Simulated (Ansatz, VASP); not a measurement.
# One calculation of K2ZrO2, two programs

```xyz
10
Lattice="8.0043 0.0000 0.0000 0.0000 8.0043 0.0000 0.0000 0.0000 3.9454" Properties=species:S:1:pos:R:3 pbc="T T T"
K     6.6264    2.6243    1.9727
K     5.3800    6.6264    1.9727
K     2.6243    1.3779    1.9727
K     1.3779    5.3800    1.9727
Zr    4.0021    4.0021    0.0000
Zr    0.0000    0.0000    0.0000
O     4.9660    0.9638    0.0000
O     7.0404    4.9660    0.0000
O     3.0383    7.0404    0.0000
O     0.9638    3.0383    0.0000
```

Change from the starting cell: species swapped into the La2MgCu2 type (P4/mbm, No. 127).

Alike in both runs: task single point; functional PBE; k mesh 2 × 2 × 4; occupations gaussian, width 0.1 eV; no spin polarisation.

```csv
,VASP,Ansatz
version,VASP 6.6.1,Ansatz 0.2.0
potentials or method,"VASP PAW PBE potentials, release 64 (K_sv, Zr_sv, O), cutoff 520 eV","scalar-relativistic, plane waves, PAW"
valence electrons in the cell,84,84
```

```csv
,VASP,Ansatz,Ansatz less VASP
gap on the k mesh at the Fermi level (eV),0.09,0.09,0.000
least direct gap on the mesh (eV),0.10,0.10,0.000
pressure (GPa),-9.3,-9.3,+0.01
"traceless stress, the component that is largest in VASP (GPa)",6.52,6.52,-0.002
rms of the force components (eV/Å),0.845,0.846,+0.0005
```

Atom by atom the forces differ by 0.001 eV/Å (rms over components). The functional is the same, so the differences come from potentials, cutoffs and numerics.
